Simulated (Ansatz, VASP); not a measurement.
PbS: VASP beside Ansatz

```
Pb S
1.0
     0.00000    2.98706    2.98706
     2.98706    0.00000    2.98706
     2.98706    2.98706    0.00000
Pb S
1 1
Cartesian
  0.0000 0.0000 0.0000
  2.9871 2.9871 2.9871
```

Alike in both runs: functional r2SCAN; k mesh 12 × 12 × 12; occupations fermi-dirac, width 0.05 eV; no spin polarisation.

Ansatz relaxed the structure, and its values are those at the end. VASP's run is a single point on that final structure, the one shown.

```csv
,VASP,Ansatz
version,VASP 6.6.1,Ansatz 0.2.0
potentials or method,"VASP PAW PBE potentials, release 64 (Pb_d, S)","PAW with Ansatz's default frozen-core files, scalar-relativistic"
plane-wave cutoff (eV),520,500
valence electrons in the cell,20,20
```

|  | VASP | Ansatz | Ansatz less VASP |
| --- | --- | --- | --- |
| pressure (GPa) | 0.0 | 0.0 | +0.02 |

VASP's potentials were made for PBE, not for r2SCAN.

Neither program's run includes spin-orbit coupling.
